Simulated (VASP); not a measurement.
**HgTe: single point with r2SCAN**

Crystal: HgTe.

```xyz
2
Lattice="-3.0456 3.0456 1.5594 3.0456 -3.0456 1.5594 3.0456 3.0456 -1.5594" Properties=species:S:1:pos:R:3 pbc="T T T"
Hg    3.0456    0.0000    0.7797
Te    0.0000    0.0000    0.0000
```

- Program: VASP 6.6.1
- Task: single point
- Functional: r2SCAN
- Potentials or basis: VASP PAW PBE potentials, release 64 (Hg, Te)
- Cutoff: 520 eV
- k mesh: 8 × 8 × 8
- Occupations: fermi-dirac, width 0.05 eV
- Spin: no spin polarisation
- Dipole correction: no
- Further INCAR settings: ALGO = Normal; EDIFF = 1e-06; NBANDS = 16

```json
{"Pressure": "-1.4 GPa", "Band gap on the k mesh": "zero (bands 9 and 10 overlap by 3.08 eV)"}
```

Stress tensor (GPa, compression positive):
```
-1.69  0.00  0.00
 0.00 -1.69  0.00
 0.00  0.00 -0.67
```

Levels at points of the mesh, in eV from the Fermi level:
```tsv
k point	band 5	band 6	band 7	band 8	band 9	band 10	band 11	band 12	band 13	band 14
(0.00, 0.00, 0.00)	-6.62	-6.62	-3.48	-2.67	-2.67	3.58	4.90	7.28	7.28	9.45
(0.50, 0.00, 0.00)	-6.83	-6.58	-4.89	-2.14	-1.29	-0.05	3.37	4.07	6.18	8.52
(0.50, 0.50, 0.00)	-6.60	-6.57	-6.41	-1.11	1.48	2.26	2.97	3.62	9.16	10.93
(0.50, 0.50, 0.50)	-6.59	-6.52	-4.55	-4.55	-4.53	3.23	7.64	8.51	8.51	12.21
```

It took 5 min on 1 thread of Intel Xeon 8259CL (shared host), peak memory 0.25 GiB.

Caveat: the PAW data sets were made with another functional, which shifts forces and pressure a little; spin-orbit coupling is left out, which moves the levels of the heavy elements.
